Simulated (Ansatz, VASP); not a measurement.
KZnF3 in VASP and in Ansatz

File INCAR:

```
ALGO     = Normal         # electronic algorithm
EDIFF    = 1E-6           # SCF threshold, eV
ENCUT    = 600            # plane-wave cutoff, eV
GGA      = PE             # functional
GGA_COMPAT= F            
ISIF     = 2              # what is computed and relaxed
ISMEAR   = 0              # smearing method
LASPH    = T              # aspherical terms in the spheres
LCHARG   = F              # write CHGCAR
LREAL    = F              # projectors in reciprocal space
LWAVE    = F              # write WAVECAR
NBANDS   = 53             # bands
NELM     = 120            # most SCF steps
PREC     = Accurate       # precision mode
SIGMA    = 0.1            # smearing width, eV
```

File KPOINTS:

```
k-points
0
Gamma
  3 3 4
```

Contents of POSCAR:

```
KZnF3
1.0
    5.9210556989      0.0000000000      0.0000000000
   -2.9605278495      5.1277846525      0.0000000000
    0.0000000000      0.0000000000      5.3050568271
K Zn F
2 2 6
Direct
    0.3333333333      0.6666666667      0.7500000000
    0.6666666667      0.3333333333      0.2500000000
    0.0000000000      0.0000000000      0.0000000000
    0.0000000000      0.0000000000      0.5000000000
    0.8461143349      0.1538856651      0.7500000000
    0.1538856651      0.3077713301      0.2500000000
    0.1538856651      0.8461143349      0.2500000000
    0.8461143349      0.6922286699      0.7500000000
    0.3077713301      0.1538856651      0.7500000000
    0.6922286699      0.8461143349      0.2500000000
```

Input for Ansatz:

```yaml
crystal:
  lattice:
    - [5.9210556989, 0.0, 0.0]
    - [-2.9605278495, 5.1277846525, 0.0]
    - [0.0, 0.0, 5.3050568271]
  atoms:
    - { symbol: K, position: [0.3333333333, 0.6666666667, 0.75] }
    - { symbol: K, position: [0.6666666667, 0.3333333333, 0.25] }
    - { symbol: Zn, position: [0.0, 0.0, 0.0] }
    - { symbol: Zn, position: [0.0, 0.0, 0.5] }
    - { symbol: F, position: [0.8461143349, 0.1538856651, 0.75] }
    - { symbol: F, position: [0.1538856651, 0.3077713301, 0.25] }
    - { symbol: F, position: [0.1538856651, 0.8461143349, 0.25] }
    - { symbol: F, position: [0.8461143349, 0.6922286699, 0.75] }
    - { symbol: F, position: [0.3077713301, 0.1538856651, 0.75] }
    - { symbol: F, position: [0.6922286699, 0.8461143349, 0.25] }
basis:
  ecutwfc: 420
kpoints:
  mp_grid: { grid: [3, 3, 4] }
hamiltonian:
  xc: pbe
scf:
  occupations: { method: gaussian, width: 0.1 }
  lower_state_search: "off"
output:
  forces: true
  stress: true
  eigenvalues: true
```

Alike in both runs: task single point; functional PBE; k mesh 3 × 3 × 4; occupations gaussian, width 0.1 eV; no spin polarisation.

|  | VASP | Ansatz |
| --- | --- | --- |
| version | VASP 6.6.1 | Ansatz 0.2.0 |
| potentials or method | VASP PAW PBE potentials, release 64 (K_sv, Zn, F), cutoff 600 eV | scalar-relativistic, plane waves, PAW |
| valence electrons in the cell | 84 | 84 |

|  | VASP | Ansatz | Ansatz less VASP |
| --- | --- | --- | --- |
| gap on the k mesh at the Fermi level (eV) | 4.44 | 4.49 | +0.044 |
| least direct gap on the mesh (eV) | 4.44 | 4.49 | +0.044 |
| pressure (GPa) | 0.4 | 0.2 | -0.18 |
| traceless stress, the component that is largest in VASP (GPa) | 0.39 | 0.26 | -0.134 |
| rms of the force components (eV/Å) | 0.034 | 0.001 | -0.0325 |

Atom by atom the forces differ by 0.033 eV/Å (rms over components).
